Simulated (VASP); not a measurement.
# TiAl (P4/mmm) in VASP: notebook

Runs on TiAl. Level: PBEsol. Tasks: single point.

All numbers are computed with VASP 6.6.1; they aren't measurements. Logs are shortened: lines on timing, memory, paths and dates and some standing lists are left out, and cuts for length are marked.

## 1. The cell of the first run

The structure is tetragonal, space group P4/mmm (No. 123). The conventional cell has a = 3.356 Å, b = 3.356 Å, c = 2.853 Å, α = 90.00°, β = 90.00°, γ = 90.00°. Within 3.6 Å of Ti (site symmetry 4/mmm) lie 8 Al at 2.77 Å and 6 Ti at 2.85 to 3.36 Å. Al (site symmetry 4/mmm) has 8 Ti at 2.77 Å and 6 Al at 2.85 to 3.36 Å within 3.6 Å.

## 2. Single point, PBEsol

The input, INCAR:

```
SYSTEM = TiAl
PREC = Accurate
ENCUT = 520
EDIFF = 1E-7
ISMEAR = 0
SIGMA = 0.15
LREAL = .FALSE.
LASPH = .TRUE.
NELM = 80
ALGO = Fast
ISIF = 2
LWAVE = .FALSE.
LCHARG = .FALSE.
GGA = PS
NBANDS = 14
```

The input, KPOINTS:

```
Automatic mesh
0
G
  16 16 16
  0 0 0
```

The input, POSCAR:

```
TiAl
1.0
    3.3560335660      0.0000000000      0.0000000000
    0.0000000000      3.3560335660      0.0000000000
    0.0000000000      0.0000000000      2.8526285311
Ti Al
1 1
Direct
    0.0000000000      0.0000000000      0.0000000000
    0.5000000000      0.5000000000      0.5000000000
```

Potentials or basis: VASP PAW PBE potentials, release 64 (Ti_sv, Al).

The run is started by

```console
cat potpaw_PBE.64/Ti_sv/POTCAR potpaw_PBE.64/Al/POTCAR > POTCAR
mpirun -np 1 vasp_std > vasp.out
```

OUTCAR:

```text
SYSTEM = TiAl
   PREC = Accurate
   ENCUT = 520
   EDIFF = 1E-7
   ISMEAR = 0
   LREAL = .FALSE.
   LASPH = .TRUE.
   NELM = 80
   ISIF = 2
   GGA = PS

 ion  position               nearest neighbor table
   1  0.000  0.000  0.000-   2 2.77   2 2.77   2 2.77   2 2.77   2 2.77   2 2.77   2 2.77   2 2.77

   2  0.500  0.500  0.500-   1 2.77   1 2.77   1 2.77   1 2.77   1 2.77   1 2.77   1 2.77   1 2.77

  LATTYP: Found a simple tetragonal cell.
 ALAT       =     3.3560335660
 C/A-ratio  =     0.8500000000

  Lattice vectors:

 A1 = (   3.3560335660,   0.0000000000,   0.0000000000)
 A2 = (   0.0000000000,   3.3560335660,   0.0000000000)
 A3 = (   0.0000000000,   0.0000000000,   2.8526285311)

Analysis of symmetry for initial positions (statically):
=====================================================================
 Subroutine PRICEL returns:
 Original cell was already a primitive cell.

 Routine SETGRP: Setting up the symmetry group for a
 simple tetragonal supercell.

 Subroutine GETGRP returns: Found 16 space group operations
 (whereof 16 operations were pure point group operations)
 out of a pool of 16 trial point group operations.

The static configuration has the point symmetry D_4h.

Analysis of symmetry for dynamics (positions and initial velocities):
=====================================================================
 Subroutine PRICEL returns:
 Original cell was already a primitive cell.

 Routine SETGRP: Setting up the symmetry group for a
 simple tetragonal supercell.

 Subroutine GETGRP returns: Found 16 space group operations
 (whereof 16 operations were pure point group operations)
 out of a pool of 16 trial point group operations.

The dynamic configuration has the point symmetry D_4h.

 Subroutine INISYM returns: Found 16 space group operations
 (whereof 16 operations are pure point group operations),
 and found     1 'primitive' translations

----------------------------------------------------------------------------------------

                                     Primitive cell

  volume of cell :      32.1290

  direct lattice vectors                    reciprocal lattice vectors
     3.356033566  0.000000000  0.000000000     0.297970798  0.000000000  0.000000000
     0.000000000  3.356033566  0.000000000     0.000000000  0.297970798  0.000000000
     0.000000000  0.000000000  2.852628531     0.000000000  0.000000000  0.350553880

  length of vectors
     3.356033566  3.356033566  2.852628531     0.297970798  0.297970798  0.350553880

  position of ions in fractional coordinates (direct lattice)
     0.000000000  0.000000000  0.000000000
     0.500000000  0.500000000  0.500000000

  ion indices of the primitive-cell ions
   primitive index   ion index
                 1           1
                 2           2

----------------------------------------------------------------------------------------

 KPOINTS: Automatic mesh

Automatic generation of k-mesh.
 Grid dimensions read from file:
 generate k-points for:   16   16   16

 Generating k-lattice:

  Cartesian coordinates                     Fractional coordinates (reciprocal lattice)
     0.018623175  0.000000000  0.000000000     0.062500000  0.000000000  0.000000000
     0.000000000  0.018623175  0.000000000     0.000000000  0.062500000  0.000000000
     0.000000000  0.000000000  0.021909618     0.000000000  0.000000000  0.062500000

  Length of vectors
     0.018623175  0.018623175  0.021909618

  Shift w.r.t. Gamma in fractional coordinates (k-lattice)
     0.000000000  0.000000000  0.000000000

 Subroutine IBZKPT returns following result:
 ===========================================

 Found    405 irreducible k-points:

 Following reciprocal coordinates:
            Coordinates               Weight
  0.000000  0.000000  0.000000      1.000000
  0.062500  0.000000  0.000000      4.000000
  0.125000  0.000000  0.000000      4.000000
  0.187500  0.000000  0.000000      4.000000
  0.250000  0.000000  0.000000      4.000000
  0.312500  0.000000  0.000000      4.000000
[... 16 lines left out ...]
[... 43 lines left out ...]

 E-fermi :   8.5789     XC(G=0): -11.1806

 val. band max:        8.5780457149   @ k =   0.0625   0.0625   0.3750
 cond. band min:       8.5789419839   @ k =   0.2500   0.0625   0.4375
 fundamental gap:      0.0008962690
 Fermi energy:         8.5788816626

 k-point     1 :       0.0000    0.0000    0.0000
  band No.  band energies     occupation
      1     -47.9744      2.00000
      2     -24.3492      2.00000
      3     -24.3492      2.00000
      4     -24.0538      2.00000
      5      -0.6066      2.00000
      6       7.0276      2.00000
      7       7.3211      2.00000
      8       9.9165      0.00000
      9      10.8903      0.00000
     10      10.8903      0.00000
     11      11.6768      0.00000
     12      11.6768      0.00000
     13      16.4407      0.00000
     14      16.5871      0.00000

 k-point     2 :       0.0625    0.0000    0.0000
  band No.  band energies     occupation
      1     -47.9741      2.00000
      2     -24.3534      2.00000
      3     -24.3489      2.00000
      4     -24.0535      2.00000
      5      -0.5507      2.00000
      6       6.9909      2.00000
      7       7.3213      2.00000
      8       9.7652      0.00000
      9      10.8509      0.00000
     10      10.8946      0.00000
     11      11.5064      0.00000
     12      11.8783      0.00000
     13      16.5275      0.00000
     14      16.6773      0.00000

 k-point     3 :       0.1250    0.0000    0.0000
  band No.  band energies     occupation
      1     -47.9732      2.00000
      2     -24.3651      2.00000
      3     -24.3479      2.00000
      4     -24.0528      2.00000
      5      -0.3845      2.00000
      6       6.8248      2.00000
      7       7.3535      2.00000
      8       9.4388      0.00000
      9      10.7429      0.00000
     10      10.9070      0.00000
     11      11.1452      0.00000
     12      12.3558      0.00000
     13      16.6266      0.00000
     14      16.7780      0.00000
[... 324 lines left out ...]
 k-point    23 :       0.4375    0.1250    0.0000
  band No.  band energies     occupation
      1     -47.9657      2.00000
      2     -24.4501      2.00000
      3     -24.3551      2.00000
      4     -24.0461      2.00000
      5       1.9463      2.00000
      6       3.9408      2.00000
      7       7.7359      2.00000
      8       8.0002      2.00000
      9      10.1075      0.00000
     10      10.8836      0.00000
     11      11.0517      0.00000
     12      14.1591      0.00000
     13      15.6415      0.00000
     14      18.0901      0.00000

 k-point    24 :       0.5000    0.1250    0.0000
  band No.  band energies     occupation
      1     -47.9654      2.00000
      2     -24.4541      2.00000
      3     -24.3547      2.00000
      4     -24.0458      2.00000
      5       2.2379      2.00000
      6       3.5989      2.00000
      7       7.8234      2.00000
      8       7.9153      2.00000
      9      10.0813      0.00000
     10      10.8889      0.00000
     11      11.0798      0.00000
     12      14.2991      0.00000
     13      15.5302      0.00000
     14      17.9359      0.00000

 [... further k-points ...]
[... 5 lines left out ...]
  --------------------------------------------------------------------------------------
  -------------------------------------------------------------------------------------
  Total       -0.3323250     -0.3323250     -0.2379034      0.0000000     -0.0000000      0.0000000
  in kB      -16.5720323    -16.5720323    -11.8635183      0.0000000     -0.0000000      0.0000000
  external PRESSURE =     -15.0025276 kB  Pullay stress =       0.0000000 kB

 VOLUME and BASIS-vectors are now :
 -----------------------------------------------------------------------------
  energy-cutoff  :      520.00
  volume of cell :       32.13
      direct lattice vectors                 reciprocal lattice vectors
     3.356033566  0.000000000  0.000000000     0.297970798  0.000000000  0.000000000
     0.000000000  3.356033566  0.000000000     0.000000000  0.297970798  0.000000000
     0.000000000  0.000000000  2.852628531     0.000000000  0.000000000  0.350553880

 POSITION                                       TOTAL-FORCE (eV/Angst)
 -----------------------------------------------------------------------------------
      0.00000      0.00000      0.00000         0.000000      0.000000      0.000000
      1.67802      1.67802      1.42631         0.000000      0.000000      0.000000
 -----------------------------------------------------------------------------------
    total drift:                               -0.000000     -0.000000     -0.000000

  FREE ENERGIE OF THE ION-ELECTRON SYSTEM (eV)
  ---------------------------------------------------
  free  energy   TOTEN  =       -12.9979706418 eV

  energy  without entropy=      -12.9678948540  energy(sigma->0) =      -12.98293275
```

It took 4.2 min on 1 thread of AMD EPYC 9R45 (Zen 5), shared host; peak memory 0.27 GiB.

What came out:

* Free energy: -12.9980 eV
* Pressure: -1.5 GPa
* Band gap on the k mesh: zero (an odd number of electrons rules out a gap without spin polarisation)

Caveat: the PAW data sets were made with another functional, which shifts forces and pressure a little.

## 3. Single point, PBEsol

This run uses another cell than the first one, of the same volume but with other edges.

The input, INCAR:

```
PREC = Accurate
ENCUT = 520
EDIFF = 1E-7
ISMEAR = 0
SIGMA = 0.15
LREAL = F
LASPH = T
NELM = 60
ALGO = Fast
ISIF = 2
LWAVE = F
LCHARG = F
GGA = PS
NBANDS = 14
```

The input, KPOINTS:

```
regular mesh
0
Gamma
  16 16 16
```

The input, POSCAR:

```
TiAl
1.0
    2.9916137621      0.0000000000      0.0000000000
    0.0000000000      2.9916137621      0.0000000000
    0.0000000000      0.0000000000      3.5899365145
Ti Al
1 1
Direct
    0.0000000000      0.0000000000      0.0000000000
    0.5000000000      0.5000000000      0.5000000000
```

Potentials or basis: VASP PAW PBE potentials, release 64 (Ti_sv, Al).

The run is started by

```console
cat potpaw_PBE.64/Ti_sv/POTCAR potpaw_PBE.64/Al/POTCAR > POTCAR
mpirun -np 1 vasp_std > vasp.out
```

Run time: 3.4 min. Hardware: 1 thread of AMD EPYC 9R45 (Zen 5), shared host; peak memory 0.26 GiB.

Results (log left out):

| Quantity | Value |
| --- | --- |
| Free energy | -13.1212 eV |
| Pressure | -2.3 GPa |
| Band gap on the k mesh | zero (an odd number of electrons rules out a gap without spin polarisation) |

Stress tensor (GPa, compression positive):
```
-5.30  0.00  0.00
 0.00 -5.30  0.00
 0.00  0.00  3.80
```

Levels at points of the mesh, in eV from the Fermi level:
| k point | band 5 | band 6 | band 7 | band 8 | band 9 | band 10 | band 11 | band 12 |
| --- | --- | --- | --- | --- | --- | --- | --- | --- |
| (0.00, 0.00, 0.00) | -9.10 | -1.58 | -1.05 | 1.72 | 1.84 | 1.84 | 2.59 | 6.35 |
| (0.50, 0.00, 0.00) | -5.24 | -4.86 | -0.94 | -0.31 | 1.03 | 2.15 | 3.84 | 6.15 |
| (0.50, 0.50, 0.00) | -4.03 | -1.27 | -1.27 | -1.00 | 0.08 | 0.08 | 3.51 | 5.05 |
| (0.00, 0.00, 0.50) | -6.86 | -5.22 | -0.61 | 0.98 | 0.98 | 1.80 | 2.65 | 7.07 |
| (0.50, 0.00, 0.50) | -5.08 | -2.60 | -1.62 | -1.36 | 1.24 | 1.53 | 2.20 | 4.64 |
| (0.50, 0.50, 0.50) | -2.81 | -2.80 | -2.80 | 1.08 | 2.47 | 2.70 | 3.48 | 3.48 |

Caveat: the PAW data sets were made with another functional, which shifts forces and pressure a little.

## 4. Single point, PBEsol

This run uses another cell than the first one, of the same volume but with other edges.

The input, INCAR:

```
SYSTEM = TiAl
  PREC = Accurate
  ENCUT = 520
  EDIFF = 1E-7
  ISMEAR = 0
  SIGMA = 0.15
  LREAL = .False.
  LASPH = .True.
  NELM = 100
  ALGO = Fast
  ISIF = 2
  LWAVE = .False.
  LCHARG = .False.
  GGA = PS
  NBANDS = 14
```

The input, KPOINTS:

```
Automatic mesh
0
Gamma
  16 16 16
  0 0 0
```

The input, POSCAR:

```
TiAl
1.0
    3.4535658153      0.0000000000      0.0000000000
    0.0000000000      3.4535658153      0.0000000000
    0.0000000000      0.0000000000      2.6937813360
Ti Al
1 1
Direct
    0.0000000000      0.0000000000      0.0000000000
    0.5000000000      0.5000000000      0.5000000000
```

The run is started by

```console
cat potpaw_PBE.64/Ti_sv/POTCAR potpaw_PBE.64/Al/POTCAR > POTCAR
mpirun -np 1 vasp_std > vasp.out
```

Wall time 4.8 min (1 thread of AMD EPYC 9R45 (Zen 5), shared host); peak memory 0.27 GiB.

The run converged. Its results:

```yaml
Free_energy: -12.9580 eV
Pressure: -0.3 GPa
Band_gap_on_the_k_mesh: zero (an odd number of electrons rules out a gap without spin polarisation)
```

Stress tensor (GPa, compression positive):
```
-2.75  0.00  0.00
 0.00 -2.75  0.00
 0.00  0.00  4.65
```

Levels at points of the mesh, in eV from the Fermi level:
```
           k point  band 4  band 5  band 6  band 7  band 8  band 9  band 10  band 11  band 12  band 13
(0.00, 0.00, 0.00)  -32.37   -9.15   -1.60   -1.25    1.12    2.46     2.46     2.72     2.72     7.17
(0.50, 0.00, 0.00)  -32.36   -6.66   -5.21   -0.80   -0.74    2.18     2.25     2.80     5.69     7.33
(0.50, 0.50, 0.00)  -32.36   -5.91   -2.71   -2.71   -1.71    2.23     2.32     2.32     3.06     4.21
(0.00, 0.00, 0.50)  -32.80   -4.49   -4.01   -0.49   -0.49    0.18     1.79     5.70     6.92     7.87
(0.50, 0.00, 0.50)  -32.79   -4.12   -2.09   -0.89   -0.51   -0.06     0.69     2.80     4.88     6.47
(0.50, 0.50, 0.50)  -32.86   -2.81   -2.76   -2.76    1.23    2.53     2.97     2.97     3.42     4.14
```

Caveat: the PAW data sets were made with another functional, which shifts forces and pressure a little.

## 5. Single point, PBEsol

This run uses another cell than the first one, of the same volume but with other edges.

The input, INCAR:

```
ALGO = Fast
EDIFF = 1E-6
ENCUT = 520
GGA = PS
ISIF = 2
ISMEAR = 0
LASPH = T
LCHARG = F
LREAL = F
LWAVE = F
NBANDS = 14
NELM = 100
PREC = Accurate
SIGMA = 0.15
```

The input, KPOINTS:

```
k-points
0
Gamma
  16 16 16
```

The input, POSCAR:

```
TiAl
1.0
    2.9128502204      0.0000000000      0.0000000000
    0.0000000000      2.9128502204      0.0000000000
    0.0000000000      0.0000000000      3.7867052866
Ti Al
1 1
Direct
    0.0000000000      0.0000000000      0.0000000000
    0.5000000000      0.5000000000      0.5000000000
```

The run is started by

```console
cat potpaw_PBE.64/Ti_sv/POTCAR potpaw_PBE.64/Al/POTCAR > POTCAR
mpirun -np 1 vasp_std > vasp.out
```

It took 2.7 min on 1 thread of AMD EPYC 9R45 (Zen 5), shared host; peak memory 0.27 GiB.

It converged, with:

| Property | Result |
| --- | --- |
| Free energy | -13.2066 eV |
| Pressure | -2.2 GPa |
| Band gap on the k mesh | zero (an odd number of electrons rules out a gap without spin polarisation) |

Stress tensor (GPa, compression positive):
```
-4.29  0.00  0.00
 0.00 -4.29  0.00
 0.00  0.00  2.11
```

Levels at points of the mesh, in eV from the Fermi level:
```
           k point  band 6  band 7  band 8  band 9  band 10  band 11
(0.00, 0.00, 0.00)   -1.70   -0.93    0.75    1.96     1.96     2.92
(0.50, 0.00, 0.00)   -4.73   -1.33   -0.26    1.37     2.30     4.14
(0.50, 0.50, 0.00)   -0.90   -0.90   -0.77   -0.09    -0.09     3.85
(0.00, 0.00, 0.50)   -5.24   -0.62    1.27    1.35     1.35     2.96
(0.50, 0.00, 0.50)   -2.76   -1.40   -1.28    1.49     1.82     1.88
(0.50, 0.50, 0.50)   -2.59   -2.59    1.38    2.30     2.68     3.78
```

Caveat: the PAW data sets were made with another functional, which shifts forces and pressure a little.

## 6. Single point, PBEsol

This run uses another cell than the first one, of the same volume but with other edges.

The input, INCAR:

```
ALGO = Fast ; EDIFF = 1E-7
ENCUT = 520 ; GGA = PS
ISIF = 2 ; ISMEAR = 0
LASPH = T ; LCHARG = F
LREAL = F ; LWAVE = F
NBANDS = 14 ; NELM = 100
PREC = Accurate ; SIGMA = 0.15
```

KPOINTS is that of step 5.

The input, POSCAR:

```
TiAl
1.0
    3.2686618582      0.0000000000      0.0000000000
    0.0000000000      3.2686618582      0.0000000000
    0.0000000000      0.0000000000      3.0071689096
Ti Al
1 1
Direct
    0.0000000000      0.0000000000      0.0000000000
    0.5000000000      0.5000000000      0.5000000000
```

Potentials or basis: VASP PAW PBE potentials, release 64 (Ti_sv, Al).

The run is started by

```console
cat potpaw_PBE.64/Ti_sv/POTCAR potpaw_PBE.64/Al/POTCAR > POTCAR
mpirun -np 1 vasp_std > vasp.out
```

It took 2.8 min on 1 thread of AMD EPYC 9R45 (Zen 5), shared host; peak memory 0.26 GiB.

It converged, with:

```
Free energy            : -12.9892 eV
Pressure               : -2.1 GPa
Band gap on the k mesh : zero (an odd number of electrons rules out a gap without spin polarisation)
```

Stress tensor (GPa, compression positive):
```
-1.61  0.00  0.00
 0.00 -1.61  0.00
 0.00  0.00 -3.17
```

Levels at points of the mesh, in eV from the Fermi level:
| k point | band 6 | band 7 | band 8 | band 9 | band 10 | band 11 |
| --- | --- | --- | --- | --- | --- | --- |
| (0.00, 0.00, 0.00) | -1.50 | -1.32 | 1.55 | 2.01 | 2.01 | 3.72 |
| (0.50, 0.00, 0.00) | -5.21 | -0.60 | -0.16 | 0.81 | 2.17 | 2.74 |
| (0.50, 0.50, 0.00) | -2.32 | -2.32 | -1.57 | 1.19 | 1.19 | 2.56 |
| (0.00, 0.00, 0.50) | -5.00 | -0.35 | -0.10 | -0.10 | 1.87 | 3.66 |
| (0.50, 0.00, 0.50) | -2.12 | -1.64 | -1.34 | 0.43 | 0.63 | 2.83 |
| (0.50, 0.50, 0.50) | -3.02 | -3.02 | 0.75 | 2.67 | 2.86 | 2.86 |

Caveat: the PAW data sets were made with another functional, which shifts forces and pressure a little.

## 7. The runs side by side

```csv
cell,further INCAR settings,gap on the mesh (eV),pressure (GPa)
"a = 3.356, b = 3.356, c = 2.853 Å, 2 atoms",ALGO = Fast; EDIFF = 1e-07; NBANDS = 14,none,-1.5
"a = 2.992, b = 2.992, c = 3.590 Å, 2 atoms",ALGO = Fast; EDIFF = 1e-07; NBANDS = 14,none,-2.3
"a = 3.454, b = 3.454, c = 2.694 Å, 2 atoms",ALGO = Fast; EDIFF = 1e-07; NBANDS = 14,none,-0.3
"a = 2.913, b = 2.913, c = 3.787 Å, 2 atoms",ALGO = Fast; EDIFF = 1e-06; NBANDS = 14,none,-2.2
"a = 3.269, b = 3.269, c = 3.007 Å, 2 atoms",ALGO = Fast; EDIFF = 1e-07; NBANDS = 14,none,-2.1
```

Alike in all rows: task single point; level PBEsol; potentials or basis VASP PAW PBE potentials, release 64 (Ti_sv, Al); no spin polarisation; k mesh 16 × 16 × 16; cutoff (eV) 520; smearing gaussian 0.15 eV.

Caveats: the PAW data sets were made with another functional, which shifts forces and pressure a little.

Absolute energies hang on the potentials; compare differences alone.
